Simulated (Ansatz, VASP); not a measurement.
This is a calculation of Ge for Ansatz 0.2.0.

Contents of input.yaml:

```yaml
crystal:
  lattice:
    - [4.07722919, 0.0, 0.0]
    - [-2.0386145949, 3.5309840555, 0.0]
    - [0.0, 0.0, 11.0661648237]
  atoms:
    - { symbol: Ge, position: [0.6666666667, 0.3333333333, 0.414848] }
    - { symbol: Ge, position: [0.3333333333, 0.6666666667, 0.914848] }
    - { symbol: Ge, position: [0.0, 0.0, 0.477452] }
    - { symbol: Ge, position: [0.0, 0.0, 0.977452] }
hamiltonian:
  xc: lda
  pseudopotentials: { kind: paw }
kpoints:
  mp_grid: { grid: [6, 6, 2] }
scf:
  occupations: { method: fermi_dirac, width: 0.05 }
output:
  forces: true
  stress: true
  eigenvalues: true
```

Potentials or basis: Ansatz PAW.

Command:

```bash
$ ansatz run input.yaml --threads 1 --pin off --max-ram 3584MiB --backend cpu --events-out ev --progress --plain --runs-dir out
```

**Question.** Set up the same calculation for VASP 6.6.1. Potentials there: VASP PAW LDA potentials, release 64 (Ge_d).

**Answer.** As run (the cutoff follows the program's own potentials):

Contents of INCAR:

```
SYSTEM = Ge
PREC = Accurate
ENCUT = 520
EDIFF = 1E-6
ISMEAR = -1
SIGMA = 0.05
LREAL = .False.
LASPH = .True.
NELM = 80
ALGO = Normal
ISIF = 2
LWAVE = .False.
LCHARG = .False.
NBANDS = 36
```

The input KPOINTS:

```
Automatic mesh
0
Gamma
  6 6 2
  0 0 0
```

POSCAR

```
Ge
1.0
    4.0772291900      0.0000000000      0.0000000000
   -2.0386145949      3.5309840555      0.0000000000
    0.0000000000      0.0000000000     11.0661648237
Ge
4
Direct
    0.6666666667      0.3333333333      0.4148480000
    0.3333333333      0.6666666667      0.9148480000
    0.0000000000      0.0000000000      0.4774520000
    0.0000000000      0.0000000000      0.9774520000
```

Potentials or basis: VASP PAW LDA potentials, release 64 (Ge_d).

The run is started by

```bash
$ cat potpaw_LDA.64/Ge_d/POTCAR > POTCAR
$ mpirun -np 1 vasp_std > vasp.out
```

Both were run:

|  | VASP | Ansatz | Ansatz less VASP |
| --- | --- | --- | --- |
| gap on the k mesh at the Fermi level (eV) | none | none | - |
| pressure (GPa) | -2.8 | -2.9 | -0.08 |
| traceless stress, the component that is largest in VASP (GPa) | 1.83 | 1.87 | +0.033 |
| rms of the force components (eV/Å) | 0.175 | 0.180 | +0.0050 |

LDA's correlation is that of Perdew and Zunger in VASP and of Perdew and Wang (1992) in Ansatz. Atom by atom the forces differ by 0.005 eV/Å (rms over components). A gap of «none» marks a metal or a gap that the smearing closes.
